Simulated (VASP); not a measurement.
Wanted: the native input for a VASP 6.6.1 run.

```
Task                   : single point
Functional             : PBEsol
Potentials or basis    : VASP PAW PBE potentials, release 64 (Co)
Cutoff                 : 520 eV
k mesh                 : 16 × 16 × 16
Occupations            : fermi-dirac, width 0.1 eV
Spin                   : no spin polarisation
Dipole correction      : no
Further INCAR settings : ALGO = Normal; EDIFF = 1e-07; NBANDS = 10
```

The structure of Co lies in POSCAR:

```
Co
1.0
    2.3364604785      0.0000000000      0.0000000000
    0.0000000000      2.3364604785      0.0000000000
    0.0000000000      0.0000000000      2.3364604785
Co
1
Direct
    0.0000000000      0.0000000000      0.0000000000
```

This cell differs from its parent crystal: volume scaled by 1.12.

One way to write it, as run:

INCAR

```
SYSTEM = Co
PREC = Accurate
ENCUT = 520
EDIFF = 1E-7
ISMEAR = -1
SIGMA = 0.1
LREAL = .False.
LASPH = .True.
NELM = 100
ALGO = Normal
ISIF = 2
LWAVE = .False.
LCHARG = .True.
GGA = PS
LELF = .True.
LVHAR = .True.
NBANDS = 10
```

KPOINTS

```
Automatic mesh
0
Gamma
  16 16 16
  0 0 0
```

Potentials or basis: VASP PAW PBE potentials, release 64 (Co).

Launch:

```console
$ cat potpaw_PBE.64/Co/POTCAR > POTCAR
$ mpirun -np 1 vasp_std > vasp.out
```

Results of the run:

```json
{"Pressure": "-18.4 GPa"}
```

Caveat: the PAW data sets were made with another functional, which shifts forces and pressure a little; the run has no spin polarisation, though such a crystal can be magnetic.

It took 31 s on 1 thread of AMD EPYC 7R13 (shared host), peak memory 0.1 GiB.
